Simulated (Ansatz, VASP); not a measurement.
## Two plane-wave programs on Ba

INCAR

```
SYSTEM = Ba
PREC     = Accurate       ! precision mode
ENCUT    = 520            ! plane-wave cutoff, eV
EDIFF    = 1E-7           ! SCF threshold, eV
ISMEAR   = 0              ! smearing method
SIGMA    = 0.15           ! smearing width, eV
LREAL    = .False.        ! projectors in reciprocal space
LASPH    = .True.         ! aspherical terms in the spheres
NELM     = 80             ! most SCF steps
ALGO     = Fast           ! electronic algorithm
ISIF     = 2              ! what is computed and relaxed
LWAVE    = .False.        ! write WAVECAR
LCHARG   = .False.        ! write CHGCAR
GGA      = PE             ! functional
NBANDS   = 11             ! bands
```

KPOINTS

```
Automatic mesh
0
Gamma
  14 14 14
  0 0 0
```

The input POSCAR:

```
Ba
1.0
   -2.6562500000      2.3437500000      2.5000000000
    2.6562500000     -2.3437500000      2.5000000000
    2.6562500000      2.3437500000     -2.5000000000
Ba
1
Direct
    0.0000000000      0.0000000000      0.0000000000
```

Input for Ansatz:

```yaml
crystal:
  lattice:
    - [-2.65625, 2.34375, 2.5]
    - [2.65625, -2.34375, 2.5]
    - [2.65625, 2.34375, -2.5]
  atoms:
    - { symbol: Ba, position: [0.0, 0.0, 0.0] }
basis:
  ecutwfc: 420
kpoints:
  mp_grid: { grid: [14, 14, 14] }
hamiltonian:
  xc: pbe
scf:
  occupations: { method: gaussian, width: 0.15 }
output:
  forces: true
  stress: true
  eigenvalues: true
```

Change from the starting cell: strain +0.0625 x Voigt [1, -1, 0, 0, 0, 0], atoms carried along.

Alike in both runs: task single point; functional PBE; k mesh 14 × 14 × 14; occupations gaussian, width 0.15 eV; no spin polarisation.

```csv
,VASP,Ansatz
version,VASP 6.6.1,Ansatz 0.2.0
potentials or method,"VASP PAW PBE potentials, release 64 (Ba_sv), cutoff 520 eV","scalar-relativistic, plane waves, PAW"
valence electrons in the cell,10,10
```

```tsv
	VASP	Ansatz	Ansatz less VASP
gap on the k mesh at the Fermi level (eV)	none	none	-
pressure (GPa)	0.2	0.2	-0.06
traceless stress, the component that is largest in VASP (GPa)	0.37	0.36	-0.006
```

A gap of «none» marks a metal or a gap that the smearing closes.

Spin-orbit coupling is off throughout.
